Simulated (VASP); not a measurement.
# TiO2 (P4_2nm) in VASP: further runs, part 2 of 2

VASP 6.6.1.

## (3) Single point, PBE (atoms displaced along a vibrational mode, the cell strained)

Input file INCAR:

```
PREC = Accurate
ENCUT = 520
EDIFF = 1E-6
ISMEAR = 0
SIGMA = 0.05
LREAL = False
LASPH = True
NELM = 100
ALGO = Normal
ISIF = 2
LWAVE = False
LCHARG = True
GGA = PE
LELF = True
LVHAR = True
NBANDS = 33
```

Input file KPOINTS:

```
regular mesh
0
Gamma
  6 6 10
```

Input file POSCAR:

```
TiO2
1.0
    4.5658550395      0.0000000000      0.0000000000
    0.0000000000      4.5658550395      0.0000000000
    0.0000000000      0.0000000000      2.9143671652
Ti O
2 4
Direct
    0.0000000000      0.0000000000      0.0156977583
    0.5000000000      0.5000000000      0.5156977583
    0.3050970583      0.3050970583     -0.0234828613
    0.1949029417      0.8050970583      0.4765171387
    0.6949029417      0.6949029417     -0.0234828613
    0.8050970583      0.1949029417      0.4765171387
```

Potentials or basis: VASP PAW PBE potentials, release 64 (Ti_sv, O).

Command:

```bash
> cat potpaw_PBE.64/Ti_sv/POTCAR potpaw_PBE.64/O/POTCAR > POTCAR
> mpirun -np 1 vasp_std > vasp.out
```

OUTCAR:

```text
PREC = Accurate
   ENCUT = 520
   EDIFF = 1E-6
   ISMEAR = 0
   LREAL = False
   LASPH = True
   NELM = 100
   ISIF = 2
   GGA = PE

 ion  position               nearest neighbor table
   1  0.000  0.000  0.016-   4 1.84   6 1.84   5 1.97   3 1.97   4 2.01   6 2.01
   2  0.500  0.500  0.516-   3 1.84   5 1.84   4 1.97   6 1.97   3 2.01   5 2.01
   3  0.305  0.305  0.977-   2 1.84   1 1.97   2 2.01
   4  0.195  0.805  0.477-   1 1.84   2 1.97   1 2.01
   5  0.695  0.695  0.977-   2 1.84   1 1.97   2 2.01
   6  0.805  0.195  0.477-   1 1.84   2 1.97   1 2.01

  LATTYP: Found a simple tetragonal cell.
 ALAT       =     4.5658550395
 C/A-ratio  =     0.6382960344

  Lattice vectors:

 A1 = (   4.5658550395,   0.0000000000,   0.0000000000)
 A2 = (   0.0000000000,   4.5658550395,   0.0000000000)
 A3 = (   0.0000000000,   0.0000000000,   2.9143671652)

Analysis of symmetry for initial positions (statically):
=====================================================================
 Subroutine PRICEL returns:
 Original cell was already a primitive cell.

[... 183 lines left out ...]
 cond. band min:       7.1989733359   @ k =   0.5000   0.1667   0.5000
 fundamental gap:      2.1734201306
 Fermi energy:         5.2901621124

 k-point     1 :       0.0000    0.0000    0.0000
  band No.  band energies     occupation
      1     -51.5998      2.00000
      2     -51.5801      2.00000
      3     -27.9576      2.00000
      4     -27.9576      2.00000
      5     -27.7578      2.00000
      6     -27.7578      2.00000
[... 853 lines left out ...]
     32      10.5610      0.00000
     33      12.1159      0.00000

 [... further k-points ...]

------------------------ aborting loop because EDIFF is reached ----------------------------------------

  FORCE on cell =-STRESS in cart. coord.  units (eV):
  Direction    XX          YY          ZZ          XY          YZ          ZX
  --------------------------------------------------------------------------------------
  -------------------------------------------------------------------------------------
  Total        5.3067921      5.3067921      7.1567240      0.0000000      0.0000000      0.0000000
  in kB      139.9439591    139.9439591    188.7280046      0.0000000      0.0000000      0.0000000
  external PRESSURE =     156.2053076 kB  Pullay stress =       0.0000000 kB

 VOLUME and BASIS-vectors are now :
 -----------------------------------------------------------------------------
  energy-cutoff  :      520.00
  volume of cell :       60.76
      direct lattice vectors                 reciprocal lattice vectors
     4.565855039  0.000000000  0.000000000     0.219017028  0.000000000  0.000000000
     0.000000000  4.565855039  0.000000000     0.000000000  0.219017028  0.000000000
     0.000000000  0.000000000  2.914367165     0.000000000  0.000000000  0.343127665

 POSITION                                       TOTAL-FORCE (eV/Angst)
 -----------------------------------------------------------------------------------
      0.00000      0.00000      0.04575         0.000000      0.000000     -0.460668
      2.28293      2.28293      1.50293         0.000000      0.000000     -0.460668
      1.39303      1.39303      2.84593        -0.350801     -0.350801      0.230334
      0.88990      3.67596      1.38875         0.350801     -0.350801      0.230334
      3.17283      3.17283      2.84593         0.350801      0.350801      0.230334
      3.67596      0.88990      1.38875        -0.350801      0.350801      0.230334
 -----------------------------------------------------------------------------------
    total drift:                               -0.000000      0.000000     -0.000416

  FREE ENERGIE OF THE ION-ELECTRON SYSTEM (eV)
  ---------------------------------------------------
  free  energy   TOTEN  =       -53.4943201836 eV

  energy  without entropy=      -53.4943201836  energy(sigma->0) =      -53.49432018
```

OSZICAR:

```text
N       E                     dE             d eps       ncg     rms          rms(c)
DAV:   1     0.656538098972E+03    0.65654E+03   -0.24167E+04  3960   0.174E+03
DAV:   2     0.269724979529E+02   -0.62957E+03   -0.58260E+03  4284   0.515E+02
DAV:   3    -0.653597364243E+02   -0.92332E+02   -0.90261E+02  5411   0.190E+02
DAV:   4    -0.702354378266E+02   -0.48757E+01   -0.48648E+01  5696   0.412E+01
DAV:   5    -0.704044325505E+02   -0.16899E+00   -0.16897E+00  5310   0.655E+00    0.332E+01
DAV:   6    -0.536420259412E+02    0.16762E+02   -0.71655E+01  5258   0.907E+01    0.108E+01
DAV:   7    -0.537096749525E+02   -0.67649E-01   -0.13119E+01  4860   0.329E+01    0.101E+01
DAV:   8    -0.535351598927E+02    0.17452E+00   -0.50844E-01  5113   0.668E+00    0.682E+00
DAV:   9    -0.535561514892E+02   -0.20992E-01   -0.75572E-01  5099   0.101E+01    0.245E+00
DAV:  10    -0.535034551497E+02    0.52696E-01   -0.31817E-01  4936   0.616E+00    0.893E-01
DAV:  11    -0.534946485944E+02    0.88066E-02   -0.27903E-02  5498   0.119E+00    0.312E-01
DAV:  12    -0.534945321605E+02    0.11643E-03   -0.36082E-03  4304   0.573E-01    0.123E-01
DAV:  13    -0.534943408766E+02    0.19128E-03   -0.80185E-04  5104   0.350E-01    0.374E-02
DAV:  14    -0.534943205259E+02    0.20351E-04   -0.11082E-04  5172   0.842E-02    0.129E-02
DAV:  15    -0.534943198223E+02    0.70356E-06   -0.11089E-05  4584   0.376E-02    0.618E-03
DAV:  16    -0.534943201836E+02   -0.36136E-06   -0.57681E-07  2502   0.730E-03
   1 F= -.53494320E+02 E0= -.53494320E+02  d E =-.537974E-16
```

stdout:

```text
POSCAR found type information on POSCAR TiO
 POSCAR found :  2 types and       6 ions
 scaLAPACK will be used
 LDA part: xc-table for (Slater+PW92), standard interpolation
 POSCAR, INCAR and KPOINTS ok, starting setup
 FFT: planning ... GRIDC
 FFT: planning ... GRID_SOFT
 FFT: planning ... GRID
 WAVECAR not read
 entering main loop
```

It took 1.7 min on 1 thread of Intel Xeon Platinum 8375C at 2.90GHz (Ice Lake), shared host; peak memory 0.23 GiB.

What came out:

```yaml
Free_energy: -53.4943 eV
Pressure: 15.6 GPa
Largest_force: 0.547 eV/Å
Band_gap_on_the_k_mesh: 2.17 eV (least direct gap 2.36 eV)
```

Forces in eV/Å, atoms in the order of the input:
```
Ti   0.000  0.000 -0.461
Ti   0.000  0.000 -0.461
O   -0.351 -0.351  0.230
O    0.351 -0.351  0.230
O    0.351  0.351  0.230
O   -0.351  0.351  0.230
```

Caveat: the cell differs from its parent crystal (atoms displaced along a vibrational mode, the cell strained); the cell stands under pressure. A k mesh can miss the band edges.
